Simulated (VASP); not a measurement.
Write the native input for VASP 6.6.1 that does the following.

```yaml
Task: single point
Functional: PBEsol
Potentials_or_basis: VASP PAW PBE potentials, release 64 (Al, Cu)
Cutoff: 520 eV
k_mesh: 14 × 14 × 14
Occupations: gaussian, width 0.1 eV
Spin: no spin polarisation
Dipole_correction: no
Further_INCAR_settings: ALGO = Fast; EDIFF = 1e-06; NBANDS = 16
```

The structure of Al2Cu lies in POSCAR:

```
Al2Cu
1.0
   -2.0312572578      2.0312572578      2.8723830087
    2.0312572578     -2.0312572578      2.8723830087
    2.0312572578      2.0312572578     -2.8723830087
Al Cu
2 1
Direct
    0.7500000000      0.2500000000      0.5000000000
    0.2500000000      0.7500000000      0.5000000000
    0.5000000000      0.5000000000      0.0000000000
```

The input as run:

INCAR

```
PREC = Accurate
ENCUT = 520
EDIFF = 1E-6
ISMEAR = 0
SIGMA = 0.1
LREAL = False
LASPH = True
NELM = 80
ALGO = Fast
ISIF = 2
LWAVE = False
LCHARG = False
GGA = PS
NBANDS = 16
```

KPOINTS

```
Automatic mesh
0
Gamma
  14 14 14
```

Potentials or basis: VASP PAW PBE potentials, release 64 (Al, Cu).

The run is started by

```console
$ cat potpaw_PBE.64/Al/POTCAR potpaw_PBE.64/Cu/POTCAR > POTCAR
$ mpirun -np 1 vasp_std > vasp.out
```

It gave:

```
Pressure               : -0.8 GPa
Band gap on the k mesh : zero (an odd number of electrons rules out a gap without spin polarisation)
```

Caveat: the PAW data sets were made with another functional, which shifts forces and pressure a little.

It took 6.9 min on 1 thread of Intel Xeon 8259CL, with other jobs on the host, peak memory 0.31 GiB.
